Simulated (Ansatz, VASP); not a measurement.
Al in VASP and in Ansatz

Contents of INCAR:

```
PREC = Accurate
ENCUT = 600
EDIFF = 1E-6
ISMEAR = -1
SIGMA = 0.1
LREAL = F
LASPH = T
NELM = 80
ALGO = Normal
ISIF = 3
LWAVE = F
LCHARG = F
GGA = PE
IBRION = 2
NSW = 80
EDIFFG = -0.01
```

Contents of KPOINTS:

```
Automatic mesh
0
Gamma
  13 13 13
```

The input POSCAR:

```
Al
1.0
    0.0000000000      2.0247900000      2.0247900000
    2.0247900000      0.0000000000      2.0247900000
    2.0247900000      2.0247900000      0.0000000000
Al
1
Direct
    0.0000000000      0.0000000000      0.0000000000
```

Input for Ansatz:

```yaml
crystal:
  lattice:
    - [0.0, 2.02479, 2.02479]
    - [2.02479, 0.0, 2.02479]
    - [2.02479, 2.02479, 0.0]
  atoms:
    - { symbol: Al, position: [0.0, 0.0, 0.0] }
hamiltonian:
  xc: pbe
  pseudopotentials:
    kind: paw
    azcp:
      Al: "pseudopotentials/Al.paw.azcp"
basis:
  ecutwfc: 420
  fft_grid_basis: typed
kpoints:
  mp_grid: { grid: [13, 13, 13], shift: [0, 0, 0] }
magnetization:
  spin_polarized: false
scf:
  occupations: { method: fermi_dirac, width: 0.1 }
relax:
  max_steps: 60
  f_tol: 0.01
  cell: {}
```

Alike in both runs: task relaxation of cell and atoms; functional PBE; k mesh 13 × 13 × 13; occupations fermi-dirac, width 0.1 eV; no spin polarisation.

|  | VASP | Ansatz |
| --- | --- | --- |
| version | VASP 6.6.1 | Ansatz 0.2.0 |
| potentials or method | VASP PAW PBE potentials, release 64 (Al), cutoff 600 eV | plane waves (420 eV) with PAW, scalar-relativistic |
| valence electrons in the cell | 3 | 3 |

```tsv
	VASP	Ansatz	Ansatz less VASP
relaxed volume (Å³/atom)	16.46	16.48	+0.029
relaxed cell length with the largest relative difference (Å)	2.855	2.857	+0.0017
```
